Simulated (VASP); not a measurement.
# BeTe: single point with HSE06

BeTe:

```
Be Te
1.0
     0.00000    2.82862    2.94205
     2.82862    0.00000    2.94205
     2.82862    2.82862    0.00000
Be Te
1 1
Direct
  0.00000 0.00000 0.00000
  0.25000 0.25000 0.25000
```

This cell differs from its parent crystal: uniaxial z strain +4.0%.

```json
{"Program": "VASP 6.6.1", "Task": "single point", "Functional": "HSE06", "Potentials or basis": "VASP PAW PBE potentials, release 64 (Be, Te)", "Cutoff": "520 eV", "k mesh": "6 × 6 × 6", "Occupations": "gaussian, width 0.01 eV", "Spin": "no spin polarisation"}
```

```json
{
  "Pressure": "-3.0 GPa",
  "Band gap on the k mesh": "2.61 eV (least direct gap 4.12 eV)"
}
```

Stress tensor (GPa, compression positive):
```
-2.17  0.00  0.00
 0.00 -2.17  0.00
 0.00  0.00 -4.78
```

Levels at points of the mesh, in eV from the valence-band top:
| k point | band 1 | band 2 | band 3 | band 4 | band 5 | band 6 | band 7 | band 8 |
| --- | --- | --- | --- | --- | --- | --- | --- | --- |
| (0.00, 0.00, 0.00) | -13.16 | -0.23 | 0.00 | 0.00 | 4.12 | 4.42 | 4.42 | 4.50 |
| (0.50, 0.00, 0.00) | -11.78 | -5.82 | -1.38 | -1.03 | 3.56 | 5.35 | 5.55 | 8.78 |
| (0.50, 0.50, 0.00) | -11.38 | -5.57 | -2.56 | -2.56 | 2.87 | 3.59 | 10.61 | 10.61 |
| (0.50, 0.00, 0.50) | -11.23 | -5.36 | -2.87 | -2.79 | 2.61 | 3.27 | 10.51 | 10.67 |

Run time: 23 min on 1 thread of Intel(R) Xeon(R) Platinum 8259CL CPU @ 2.50GHz (Skylake/Cascade Lake) (shared host), peak memory 0.3 GiB.

Caveat: the cell differs from its parent crystal (uniaxial z strain +4.0%); the cell stands under tension; the PAW data sets were made with another functional, which shifts forces and pressure a little; spin-orbit coupling is left out, which moves the levels of the heavy elements. A k mesh can miss the band edges.
